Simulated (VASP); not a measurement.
# Ni (Fm-3m) in VASP: single point with PBE

Aim: the single point of Ni with PBE.

Program: VASP 6.6.1. These are calculated values, not measurements. Logs are shortened: lines on timing, memory, paths and dates and some standing lists are left out, and cuts for length are marked.

**1. The cell of the first run**

The structure is cubic, space group Fm-3m (No. 225). Conventional cell: a = 3.540 Å, b = 3.540 Å, c = 3.540 Å, α = 90.00°, β = 90.00°, γ = 90.00°. Within 3.3 Å of Ni (site symmetry m-3m) lie 12 Ni at 2.50 Å.

**2. Single point, PBE**

Input file INCAR:

```
  PREC = Accurate
  ENCUT = 520
  EDIFF = 1E-6
  ISMEAR = -1
  SIGMA = 0.05
  LREAL = False
  LASPH = True
  NELM = 60
  ALGO = Normal
  ISIF = 2
  LWAVE = False
  LCHARG = True
  GGA = PE
  LELF = True
  LVHAR = True
  NBANDS = 17
  ISYM = 0
```

Input file KPOINTS:

```
regular mesh
0
Gamma
  8 10 13
```

Input file POSCAR:

```
Ni
1.0
   -1.7698700000     -1.7698700000     -3.5397400000
    1.7698700000     -1.7698700000      0.0000000000
   -1.7698700000     -1.7698700000      0.0000000000
Ni
2
Direct
    0.0000000000      0.0000000000      0.0000000000
    0.5000000000      0.5000000000      0.0000000000
```

Potentials or basis: VASP PAW PBE potentials, release 64 (Ni).

Started as:

```
$ cat potpaw_PBE.64/Ni/POTCAR > POTCAR
$ mpirun -np 1 vasp_std > vasp.out
```

OUTCAR:

```text
PREC = Accurate
   ENCUT = 520
   EDIFF = 1E-6
   ISMEAR = -1
   LREAL = False
   LASPH = True
   NELM = 60
   ISIF = 2
   GGA = PE
   ISYM = 0

 ion  position               nearest neighbor table
   1  0.000  0.000  0.000-   2 2.50   2 2.50   2 2.50   2 2.50   2 2.50   2 2.50   2 2.50   2 2.50

   2  0.500  0.500  0.000-   1 2.50   1 2.50   1 2.50   1 2.50   1 2.50   1 2.50   1 2.50   1 2.50

IMPORTANT INFORMATION: All symmetrisations will be switched off!
NOSYMM: (Re-)initialisation of all symmetry stuff for point group C_1.

----------------------------------------------------------------------------------------

                                     Primitive cell

  volume of cell :      22.1760

  direct lattice vectors                    reciprocal lattice vectors
    -1.769870000 -1.769870000 -3.539740000     0.000000000  0.000000000 -0.282506625
     1.769870000 -1.769870000  0.000000000     0.282506625 -0.282506625  0.000000000
    -1.769870000 -1.769870000  0.000000000    -0.282506625 -0.282506625  0.282506625

  length of vectors
     4.335278411  2.502974158  2.502974158     0.282506625  0.399524700  0.489315828

  position of ions in fractional coordinates (direct lattice)
     0.000000000  0.000000000  0.000000000
     0.500000000  0.500000000  0.000000000

  ion indices of the primitive-cell ions
   primitive index   ion index
                 1           1
                 2           2

----------------------------------------------------------------------------------------

 KPOINTS: regular mesh

Automatic generation of k-mesh.
 Grid dimensions read from file:
 generate k-points for:    8   10   13

 Generating k-lattice:

  Cartesian coordinates                     Fractional coordinates (reciprocal lattice)
     0.000000000  0.000000000 -0.035313328     0.125000000  0.000000000  0.000000000
     0.028250662 -0.028250662  0.000000000     0.000000000  0.100000000  0.000000000
    -0.021731279 -0.021731279  0.021731279     0.000000000  0.000000000  0.076923077

  Length of vectors
     0.035313328  0.039952470  0.037639679

  Shift w.r.t. Gamma in fractional coordinates (k-lattice)
     0.000000000  0.000000000  0.000000000

 -----------------------------------------------------------------------------
|                                                                             |
|           W    W    AA    RRRRR   N    N  II  N    N   GGGG   !!!           |
|           W    W   A  A   R    R  NN   N  II  NN   N  G    G  !!!           |
|           W    W  A    A  R    R  N N  N  II  N N  N  G       !!!           |
|           W WW W  AAAAAA  RRRRR   N  N N  II  N  N N  G  GGG   !            |
|           WW  WW  A    A  R   R   N   NN  II  N   NN  G    G                |
|           W    W  A    A  R    R  N    N  II  N    N   GGGG   !!!           |
|                                                                             |
|     Your reciprocal lattice and k-lattice belong to different lattice       |
|     classes:                                                                |
|                                                                             |
|        The reciprocal lattice is simple tetragonal,                         |
|        whereas your k-lattice is simple monoclinic.                         |
|                                                                             |
|     Results are often still useful ...                                      |
|                                                                             |
 -----------------------------------------------------------------------------

 WARNING: IBZKPT: internal override: KBLOWUP is changed to .FALSE.
      ... skipping the blow-up phase ...

 Subroutine IBZKPT returns following result:
 ===========================================

 Found    522 irreducible k-points:

 Following reciprocal coordinates:
            Coordinates               Weight
  0.000000  0.000000  0.000000      1.000000
  0.125000  0.000000  0.000000      2.000000
  0.250000  0.000000  0.000000      2.000000
  0.375000  0.000000  0.000000      2.000000
  0.500000  0.000000  0.000000      1.000000
  0.000000  0.100000  0.000000      2.000000
[... 16 lines left out ...]
  0.125000  0.300000  0.000000      2.000000
  0.250000  0.300000  0.000000      2.000000
 [... further k-points ...]
   k-points           NKPTS =    522   k-points in BZ     NKDIM =    522   number of bands    NBANDS=     17
   number of dos      NEDOS =    301   number of ions     NIONS =      2
   total plane-waves  NPLWV =  12800
   dimension x,y,z NGX =    32 NGY =   20 NGZ =   20
   dimension x,y,z NGXF=    64 NGYF=   40 NGZF=   40
   ions per type =               2
   NGX,Y,Z   is equivalent  to a cutoff of  12.27, 13.28, 13.28 a.u.
   NGXF,Y,Z  is equivalent  to a cutoff of  24.54, 26.57, 26.57 a.u.
 SYSTEM =  unknown system
   PREC   = accura    normal or accurate (medium, high low for compatibility)
   ISTART =      0    job   : 0-new  1-cont  2-samecut
   ICHARG =      2    charge: 1-file 2-atom 10-const
   ISPIN  =      1    spin polarized calculation?
   LNONCOLLINEAR =      F non collinear calculations
   LSORBIT =      F    spin-orbit coupling
   LASPH  =      T    aspherical Exc in radial PAW
   ENCUT  =  520.0 eV  38.22 Ry    6.18 a.u.   8.06  4.65  4.65*2*pi/ulx,y,z
   NELM   =     60;   NELMIN=  2; NELMDL= -5     # of ELM steps
   EDIFF  = 0.1E-05   stopping-criterion for ELM
   LREAL  =      F    real-space projection
   EDIFFG = 0.1E-04   stopping-criterion for IOM
   NSW    =      0    number of steps for IOM
   IBRION =     -1    ionic relax: 0-MD 1-quasi-New 2-CG
   NFREE  =      0    steps in history (QN), initial steepest desc. (CG)
   ISIF   =      2    stress and relaxation
   ISYM   =      0    0-nonsym 1-usesym 2-fastsym
   POTIM  = 0.5000    time-step for ionic-motion
   TEBEG  =    0.0;   TEEND  =   0.0 temperature during run
   PSTRESS=    0.0 pullay stress
   NELECT =      20.0000    total number of electrons
   NUPDOWN=      -1.0000    fix difference up-down
   EMIN   =  10.00;   EMAX   =-10.00  energy-range for DOS
   EFERMI =   0.00;   METHOD = LEGACY
   ISMEAR =    -1;   SIGMA  =   0.05  broadening in eV -4-tet -1-fermi 0-gaus
   EFERMI_NEDOS =   21; number of points for ismear=-14 and -15
   IALGO  =     38    algorithm
   IMIX   =      4    mixing-type and parameters
     AMIX     =   0.40;   BMIX     =  1.00
     AMIX_MAG =   1.60;   BMIX_MAG =  1.00
  volume/ion in A,a.u.               =      11.09        74.83
  Fermi-wavevector in a.u.,A,eV,Ry     =   1.581698  2.988975 34.038612  2.501767
  Thomas-Fermi vector in A             =   2.681734
   LORBIT       =      0    0 simple, 1 ext, 2 COOP (PROOUT), +10 PAW based schemes
   GGA     = PE    functional components
   LHFCALC =     F    Hartree Fock is set to
   AEXX    =    0.0000 exact exchange contribution
   IVDW    =     0    specifies the selected vdW correction
   LEPSILON=     F    determine dielectric tensor
   LRPA    =     F    only Hartree local field effects (RPA)
 non-spin polarized calculation
  energy-cutoff  :      520.00
  volume of cell :       22.18
 maximum number of plane-waves:       613
   NGX = 17   NGY =  9   NGZ =  9

 number of electron      19.9999987 magnetization

 Free energy of the ion-electron system (eV)
  ---------------------------------------------------
  ext. energy  EPLUGINS =         0.00000000
  ---------------------------------------------------
  free energy    TOTEN  =       -10.84767130 eV

  energy without entropy =      -10.78940005  energy(sigma->0) =      -10.81853568

 E-fermi :   8.9242     XC(G=0): -13.1419

 val. band max:        8.9229650627   @ k =   0.0000   0.2000   0.0000
 cond. band min:       8.9257986329   @ k =  -0.2500   0.3000   0.0000
 fundamental gap:      0.0028335703
 Fermi energy:         8.9241835544

 k-point     1 :       0.0000    0.0000    0.0000
  band No.  band energies     occupation
      1       0.2137      2.00000
      2       4.7668      2.00000
      3       5.3439      2.00000
      4       7.1251      2.00000
      5       7.1265      2.00000
      6       7.1266      2.00000
[... 9 lines left out ...]
     16      28.6889      0.00000
     17      32.0637      0.00000

 k-point     2 :       0.1250    0.0000    0.0000
  band No.  band energies     occupation
      1       0.4146      2.00000
      2       4.7664      2.00000
      3       5.4064      2.00000
      4       7.0517      2.00000
      5       7.1823      2.00000
      6       7.1828      2.00000
[... 9 lines left out ...]
     16      28.7522      0.00000
     17      32.1726      0.00000

 k-point     3 :       0.2500    0.0000    0.0000
  band No.  band energies     occupation
      1       1.0048      2.00000
      2       4.6647      2.00000
      3       5.5866      2.00000
      4       6.8448      2.00000
      5       7.3482      2.00000
      6       7.3486      2.00000
[... 9 lines left out ...]
     16      28.9472      0.00000
     17      31.3231      0.00000

 k-point     4 :       0.3750    0.0000    0.0000
  band No.  band energies     occupation
      1       1.9374      2.00000
      2       4.1422      2.00000
      3       5.8622      2.00000
      4       6.5426      2.00000
      5       7.6138      2.00000
      6       7.6143      2.00000
[... 9 lines left out ...]
     16      29.2882      0.00000
     17      30.2565      0.00000

 k-point     5 :       0.5000    0.0000    0.0000
  band No.  band energies     occupation
      1       3.0892      2.00000
      2       3.0892      2.00000
      3       6.1969      2.00000
      4       6.1969      2.00000
      5       7.5608      2.00000
      6       7.5608      2.00000
[... 9 lines left out ...]
     16      28.1662      0.00000
     17      29.0060      0.00000

 k-point     6 :       0.0000    0.1000    0.0000
  band No.  band energies     occupation
      1       0.4704      2.00000
      2       4.8998      2.00000
      3       5.4262      2.00000
      4       7.0520      2.00000
      5       7.1795      2.00000
      6       7.1920      2.00000
[... 9 lines left out ...]
     16      29.6417      0.00000
     17      31.7803      0.00000

 k-point     7 :       0.1250    0.1000    0.0000
  band No.  band energies     occupation
      1       0.6682      2.00000
      2       4.9050      2.00000
      3       5.4854      2.00000
      4       7.0083      2.00000
      5       7.2190      2.00000
      6       7.2224      2.00000
[... 9 lines left out ...]
     16      29.7212      0.00000
     17      30.4905      0.00000

 k-point     8 :       0.2500    0.1000    0.0000
  band No.  band energies     occupation
      1       1.2487      2.00000
      2       4.8191      2.00000
      3       5.6564      2.00000
      4       6.8316      2.00000
      5       7.3416      2.00000
      6       7.3506      2.00000
[... 9 lines left out ...]
     16      28.5994      0.00000
     17      29.9733      0.00000
[... 203 lines left out ...]
      1       2.7915      2.00000
      2       4.7183      2.00000
      3       6.1109      2.00000
      4       6.6186      2.00000
      5       7.0583      2.00000
      6       7.2908      2.00000
[... 9 lines left out ...]
     16      27.6396      0.00000
     17      31.0085      0.00000

 k-point    20 :      -0.2500    0.2000    0.0000
  band No.  band energies     occupation
      1       1.9473      2.00000
      2       5.1826      2.00000
      3       5.8570      2.00000
      4       6.7824      2.00000
      5       7.2824      2.00000
      6       7.3362      2.00000
[... 9 lines left out ...]
     16      26.3557      0.00000
     17      30.5076      0.00000

 k-point    21 :      -0.1250    0.2000    0.0000
  band No.  band energies     occupation
      1       1.4047      2.00000
      2       5.2631      2.00000
      3       5.6940      2.00000
      4       6.8505      2.00000
      5       7.3184      2.00000
      6       7.3260      2.00000
[... 9 lines left out ...]
     16      27.2187      0.00000
     17      30.2779      0.00000

 k-point    22 :       0.0000    0.3000    0.0000
  band No.  band energies     occupation
      1       2.3829      2.00000
      2       5.7035      2.00000
      3       5.8806      2.00000
      4       6.6328      2.00000
      5       7.0709      2.00000
      6       7.3034      2.00000
[... 9 lines left out ...]
     16      26.9179      0.00000
     17      27.0042      0.00000

 k-point    23 :       0.1250    0.3000    0.0000
  band No.  band energies     occupation
      1       2.5380      2.00000
      2       5.6450      2.00000
      3       5.9477      2.00000
      4       6.6682      2.00000
      5       7.0567      2.00000
      6       7.3027      2.00000
[... 9 lines left out ...]
     16      27.2427      0.00000
     17      29.3238      0.00000

 k-point    24 :       0.2500    0.3000    0.0000
  band No.  band energies     occupation
      1       2.9784      2.00000
      2       5.3994      2.00000
      3       6.1849      2.00000
      4       6.7715      2.00000
      5       7.0401      2.00000
      6       7.2891      2.00000
[... 9 lines left out ...]
     16      27.9513      0.00000
     17      30.9096      0.00000

 [... further k-points ...]

------------------------ aborting loop because EDIFF is reached ----------------------------------------

  FORCE on cell =-STRESS in cart. coord.  units (eV):
  Direction    XX          YY          ZZ          XY          YZ          ZX
  --------------------------------------------------------------------------------------
  -------------------------------------------------------------------------------------
  Total       -0.6239454     -0.6239455     -0.5850598     -0.0021191     -0.0016966     -0.0016960
  in kB      -45.0788788    -45.0788851    -42.2694610     -0.1531010     -0.1225791     -0.1225343
  external PRESSURE =     -44.1424083 kB  Pullay stress =       0.0000000 kB

 VOLUME and BASIS-vectors are now :
 -----------------------------------------------------------------------------
  energy-cutoff  :      520.00
  volume of cell :       22.18
      direct lattice vectors                 reciprocal lattice vectors
    -1.769870000 -1.769870000 -3.539740000     0.000000000  0.000000000 -0.282506625
     1.769870000 -1.769870000  0.000000000     0.282506625 -0.282506625  0.000000000
    -1.769870000 -1.769870000  0.000000000    -0.282506625 -0.282506625  0.282506625

 POSITION                                       TOTAL-FORCE (eV/Angst)
 -----------------------------------------------------------------------------------
      0.00000      0.00000      0.00000         0.000000      0.000001      0.000002
      0.00000     -1.76987     -1.76987        -0.000000     -0.000001     -0.000002
 -----------------------------------------------------------------------------------
    total drift:                               -0.000001      0.000000     -0.000000

  FREE ENERGIE OF THE ION-ELECTRON SYSTEM (eV)
  ---------------------------------------------------
  free  energy   TOTEN  =       -10.8476713011 eV

  energy  without entropy=      -10.7894000527  energy(sigma->0) =      -10.81853568
```

Run time: 4.9 min. Hardware: 1 thread of AMD EPYC 7R13, shared host; peak memory 0.24 GiB.

Results:

| Quantity | Value |
| --- | --- |
| Free energy | -10.8477 eV |
| Pressure | -4.4 GPa |
| Band gap on the k mesh | zero (bands 10 and 11 overlap by 0.68 eV) |

Caveat: the cell stands under tension; the run has no spin polarisation, though such a crystal can be magnetic. Spin polarisation is off, so any magnetic state and its effect on volume and gap are missing.
